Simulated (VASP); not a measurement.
Set up this calculation in VASP 6.6.1, as the native input.

```
Task                   : single point
Functional             : PBE
Potentials or basis    : VASP PAW PBE potentials, release 64 (Hg, Te)
Cutoff                 : 500 eV
k mesh                 : 6 × 6 × 2
Occupations            : methfessel-paxton, width 0.05 eV
Spin                   : no spin polarisation
Dipole correction      : no
Further INCAR settings : ALGO = Normal; EDIFF = 1e-06; NBANDS = 26
```

The structure of HgTe lies in POSCAR:

```
HgTe
1.0
    4.2336391969      0.0000000000      0.0000000000
   -2.1168195985      3.6664390950      0.0000000000
    0.0000000000      0.0000000000      7.3965767620
Hg Te
2 2
Direct
    0.0000000000      0.0000000000      0.0000000000
    0.0000000000      0.0000000000      0.5000000000
    0.3333333333      0.6666666667      0.2500000000
    0.6666666667      0.3333333333      0.7500000000
```

The input as run:

INCAR

```
PREC = Accurate
ENCUT = 500
EDIFF = 1E-6
ISMEAR = 1
SIGMA = 0.05
LREAL = F
LASPH = T
NELM = 120
ALGO = Normal
ISIF = 2
LWAVE = F
LCHARG = T
GGA = PE
LELF = T
LVHAR = T
NBANDS = 26
GGA_COMPAT = F
```

KPOINTS

```
regular mesh
0
Gamma
  6 6 2
```

Potentials or basis: VASP PAW PBE potentials, release 64 (Hg, Te).

Command:

```console
$ cat potpaw_PBE.64/Hg/POTCAR potpaw_PBE.64/Te/POTCAR > POTCAR
$ mpirun -np 1 vasp_std > vasp.out
```

Results of the run:

The pressure is 1.1 GPa and the band gap on the k mesh is zero (band 18 reaches 4.64 eV, above the bottom of band 19 at 2.35 eV).

Caveat: the k points lie up to 0.42 Å⁻¹ apart; spin-orbit coupling is left out, which moves the levels of the heavy elements.

Wall time 44 s on 1 thread of AMD EPYC 7R43 64-Core Processor (Zen 3) (shared host), peak memory 0.19 GiB.
